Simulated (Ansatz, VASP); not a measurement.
## One calculation of KYSe2, two programs

Contents of POSCAR:

```
KYSe2
1.0
    4.3197464662      0.0000000000      0.0000000000
    0.0000000000      4.3197464662      0.0000000000
    0.0000000000      0.0000000000      5.8682760692
K Se Y
1 2 1
Direct
    0.0000000000      0.0000000000      0.0000000000
    0.0000000000      0.0000000000      0.5000000000
    0.5000000000      0.5000000000      0.0000000000
    0.5000000000      0.5000000000      0.5000000000
```

INCAR.step1

```
SYSTEM = KYSe2
PREC = Accurate
ENCUT = 520
ISMEAR = 0
SIGMA = 0.01
LREAL = .FALSE.
LASPH = .TRUE.
NELM = 60
NBANDS = 24
GGA = PE
ALGO = Normal
EDIFF = 1E-4
LWAVE = .TRUE.
LCHARG = .FALSE.
```

The input INCAR.step2:

```
SYSTEM = KYSe2
PREC = Accurate
ENCUT = 520
EDIFF = 1E-6
ISMEAR = 0
SIGMA = 0.01
LREAL = .FALSE.
LASPH = .TRUE.
NELM = 60
ALGO = Normal
ISIF = 2
LWAVE = .FALSE.
LCHARG = .FALSE.
METAGGA = R2SCAN
LMIXTAU = .TRUE.
NBANDS = 24
ISTART = 1
```

Contents of KPOINTS:

```
regular mesh
0
G
  6 6 4
  0 0 0
```

Input for Ansatz:

```yaml
crystal:
  lattice:
    - [4.3197464662, 0.0, 0.0]
    - [0.0, 4.3197464662, 0.0]
    - [0.0, 0.0, 5.8682760692]
  atoms:
    - { symbol: K, position: [0.0, 0.0, 0.0] }
    - { symbol: Se, position: [0.0, 0.0, 0.5] }
    - { symbol: "Y", position: [0.5, 0.5, 0.5] }
    - { symbol: Se, position: [0.5, 0.5, 0.0] }
kpoints:
  mp_grid: { grid: [6, 6, 4] }
hamiltonian:
  xc: r2scan
scf:
  occupations: { method: fixed }
output:
  optics:
    e_range: [0, 6]
    de: 0.05
    sigma: 0.05
    scissors: 1.5
    scheme: gaussian
    bands: { spectra_wanted_up_to: 6 }
```

Alike in both runs: task single point; functional r2SCAN; k mesh 6 × 6 × 4; no spin polarisation.

```csv
,VASP,Ansatz
version,VASP 6.6.1,Ansatz 0.2.0
potentials or method,"VASP PAW PBE potentials, release 64 (K_sv, Se, Y_sv)","plane waves, PAW"
plane-wave cutoff (eV),520,500
occupations,"gaussian, width 0.01 eV",fixed
valence electrons in the cell,32,52
```

```csv
,VASP,Ansatz,Ansatz less VASP
gap on the k mesh at the Fermi level (eV),0.50,0.49,-0.008
```

VASP's potentials were made for PBE, not for r2SCAN. VASP's potentials hold 32 valence electrons a cell and Ansatz's 52, so a difference there can come from the potentials and not from the codes.
